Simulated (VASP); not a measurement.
ZrF2, 3 atoms in the cell. Symmetry: P4mm, No. 99, tetragonal system. Conventional cell: a = 3.317 Å, b = 3.317 Å, c = 4.359 Å, α = 90.00°, β = 90.00°, γ = 90.00°. Zr (site symmetry 4mm) has 4 F at 1.82 Å within 2.4 Å. Within 2.4 Å of F (site symmetry 2mm) lie 2 Zr at 1.82 Å and 4 F at 2.35 Å. The cell was built from a structure type or drawn by symmetry, and may not be a known phase.

```yaml
Program: VASP 6.6.1
Task: relaxation of cell and atoms
Functional: PBE
Potentials_or_basis: VASP PAW PBE potentials, release 64 (Zr_sv, F)
Cutoff: 600 eV
k_mesh: 6 × 6 × 4
Occupations: gaussian, width 0.1 eV
Spin: no spin polarisation
Dipole_correction: no
Further_INCAR_settings: ALGO = Normal; EDIFF = 1e-06; IBRION = 2; EDIFFG = -0.04; NSW = 90; ISIF = 3
```

Potentials or basis: VASP PAW PBE potentials, release 64 (Zr_sv, F).

Run with:

```console
$ cat potpaw_PBE.64/Zr_sv/POTCAR potpaw_PBE.64/F/POTCAR > POTCAR
$ mpirun -np 1 vasp_std > vasp.out
```

Hardware: 1 thread of AMD EPYC 9R45 96-Core Processor (Zen 5) (shared host).

Task: Estimate the wall time of this run.

Result: Wall time 7.1 min on 1 thread of AMD EPYC 9R45 96-Core Processor (Zen 5), with other jobs on the host, peak memory 0.17 GiB. Counts: scf iterations 357, k points 30, ion steps 39.
